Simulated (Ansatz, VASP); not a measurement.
## Ni: VASP beside Ansatz

```xyz
2
Lattice="0.0000 1.8075 1.8075 1.8075 0.0000 1.8075 3.6150 3.6150 0.0000" Properties=species:S:1:pos:R:3 pbc="T T T"
Ni    0.0000    0.0000    0.0000
Ni    1.8075    1.8075    0.0000
```

Alike in both runs: task single point; functional PBE; k mesh 14 × 14 × 7; occupations fermi-dirac, width 0.1 eV; collinear spin.

|  | VASP | Ansatz |
| --- | --- | --- |
| version | VASP 6.6.1 | Ansatz 0.2.0 |
| potentials or method | VASP PAW PBE potentials, release 64 (Ni), cutoff 520 eV | PAW, plane waves, scalar-relativistic |
| valence electrons in the cell | 20 | 36 |

Ansatz gave:

```
pressure (GPa)                                                : -12.8
net moment per atom (μB)                                      : 0.66
size of the moment on the site where the two differ most (μB) : 0.70
```

Q: What did VASP give for the same quantities?

A: Pressure (GPa): -12.6; net moment per atom (μB): 0.64; size of the moment on the site where the two differ most (μB): 0.66.

Site moments also hang on the region over which each program counts them. VASP's potentials hold 20 valence electrons a cell and Ansatz's 36, so a difference there can come from the potentials and not from the codes.
